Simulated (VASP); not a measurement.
In3B2As:

```xyz
6
Lattice="5.6168 0.0000 0.0000 -2.8084 4.8643 0.0000 0.0000 0.0000 4.0174" Properties=species:S:1:pos:R:3 pbc="T T T"
In    2.8084    0.0000    2.0087
In   -1.4042    2.4321    2.0087
In    1.4042    2.4321    2.0087
B     0.0000    3.2429    0.0000
B     2.8084    1.6214    0.0000
As    0.0000    0.0000    0.0000
```

* Program: VASP 6.6.1
* Task: relaxation of cell and atoms
* Functional: PBE
* Potentials or basis: VASP PAW PBE potentials, release 64 (In_d, B, As)
* Cutoff: 600 eV
* k mesh: 6 × 6 × 4
* Occupations: gaussian, width 0.1 eV
* Spin: no spin polarisation

At the start: pressure 7.3 GPa; volume 18.29 Å³/atom.

**Question.** Where does the relaxation end?

**Answer.** Over 9 steps the energy falls by 392.0 meV/atom and the volume is 20.06 Å³/atom (+9.7 %); space group P6/mmm (No. 191, to 0.05 Å).

The path:
| step | energy change (eV) | largest force (eV/Å) | pressure (GPa) | volume (Å³) |
| --- | --- | --- | --- | --- |
| 1 | 0.0000 | 0.0000 | 7.26 | 109.76 |
| 2 | -0.8851 | 0.0000 | -2.21 | 123.18 |
| 3 | -1.1151 | 0.0000 | -6.49 | 135.77 |
| 4 | -1.6469 | 0.0000 | -6.59 | 135.55 |
| 5 | -2.0635 | 0.0000 | -4.73 | 133.50 |
| 6 | -2.0619 | 0.0000 | -5.69 | 134.47 |
| 7 | -2.0846 | 0.0000 | -5.41 | 134.17 |
| 8 | -2.3114 | 0.0000 | -2.41 | 125.15 |
| 9 | -2.3522 | 0.0000 | -0.20 | 120.36 |

Final structure:
```yaml
crystal:
  lattice:
    - [6.53002, 0.00000, 0.00000]
    - [-3.26501, 5.65516, 0.00000]
    - [0.00000, 0.00000, 3.25930]
  atoms:
    - { symbol: In, position: [0.50000, 0.00000, 0.50000] }
    - { symbol: In, position: [0.00000, 0.50000, 0.50000] }
    - { symbol: In, position: [0.50000, 0.50000, 0.50000] }
    - { symbol: B, position: [0.33333, 0.66667, 0.00000] }
    - { symbol: B, position: [0.66667, 0.33333, 0.00000] }
    - { symbol: As, position: [0.00000, 0.00000, 0.00000] }
```

Caveat: the k points lie up to 0.48 Å⁻¹ apart in the final cell.
